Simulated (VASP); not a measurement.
The system is Al3BSb2.

```
CELL_PARAMETERS angstrom
5.95668 0.00000 0.00000
-2.97834 5.15864 0.00000
0.00000 0.00000 4.33012
ATOMIC_POSITIONS crystal
Al 0.33389 0.00000 0.00000
Al 0.00000 0.33389 0.00000
Al 0.66611 0.66611 0.00000
B 0.00000 0.00000 0.00000
Sb 0.33333 0.66667 0.00000
Sb 0.66667 0.33333 0.00000
```

The cell was built from a structure type or drawn by symmetry, and may not be a known phase.

```yaml
Program: VASP 6.6.1
Task: relaxation of cell and atoms
Functional: PBE
Potentials_or_basis: VASP PAW PBE potentials, release 64 (Al, B, Sb)
Cutoff: 500 eV
k_mesh: 3 × 3 × 4
Occupations: gaussian, width 0.2 eV
Spin: no spin polarisation
```

At the start: pressure 73.7 GPa; volume 22.18 Å³/atom.

Task: How do energy, volume and symmetry change on relaxing?

Result: Over 23 steps the energy falls by 3397.5 meV/atom and the volume is 26.59 Å³/atom (+19.9 %); space group P-62m (No. 189, to 0.1 Å) before and after.

Step by step:
| step | energy change (eV) | largest force (eV/Å) | pressure (GPa) | volume (Å³) |
| --- | --- | --- | --- | --- |
| 1 | 0.0000 | 12.6740 | 73.73 | 133.06 |
| 2 | -10.2175 | 0.6278 | -4.59 | 401.75 |
| 3 | -11.5839 | 0.4035 | -5.43 | 364.56 |
| 4 | -13.1953 | 0.1397 | -6.28 | 329.48 |
| 5 | -19.1300 | 0.6324 | -4.76 | 220.37 |
| 6 | -18.4262 | 0.5440 | 9.98 | 173.98 |
| 7 | -19.5134 | 0.6324 | -2.08 | 205.38 |
| 8 | -19.5557 | 0.5393 | -0.60 | 199.37 |
| 9 | -19.5530 | 0.5655 | -0.98 | 200.84 |
| 10 | -19.6958 | 0.2050 | -1.66 | 197.23 |
| 11 | -20.0042 | 0.6009 | -3.31 | 185.80 |
| 12 | -20.0382 | 0.7661 | -3.74 | 181.29 |
| 13 | -20.1066 | 0.7792 | -3.38 | 177.21 |
| 14 | -20.2434 | 0.8174 | -2.07 | 165.83 |
| 15 | -19.9601 | 1.0622 | 3.60 | 144.01 |
| 16 | -20.2644 | 0.8364 | -1.49 | 162.10 |
| 17 | -20.2678 | 0.8554 | -1.07 | 159.78 |
| 18 | -20.3036 | 0.7495 | -0.84 | 159.58 |
| 19 | -20.3661 | 0.3891 | 0.05 | 158.95 |
| 20 | -20.3710 | 0.2276 | 0.46 | 158.69 |
| 21 | -20.3814 | 0.0972 | 0.05 | 159.46 |
| 22 | -20.3839 | 0.0063 | -0.27 | 160.09 |
| 23 | -20.3851 | 0.0186 | -0.18 | 159.56 |

Final structure:
```
Al B Sb
1.0
     7.32044    0.00000    0.00000
    -3.66022    6.33969    0.00000
     0.00000    0.00000    3.43805
Al B Sb
3 1 2
Direct
  0.28119 0.00000 0.00000
  0.00000 0.28119 0.00000
  0.71881 0.71881 0.00000
  0.00000 0.00000 0.00000
  0.33333 0.66667 0.00000
  0.66667 0.33333 0.00000
```

Caveat: the k points lie up to 0.46 Å⁻¹ apart in the final cell, too coarse for converged energies and pressures of a metal; the volume moved by over 15 % at a fixed basis, so the end points are rough.
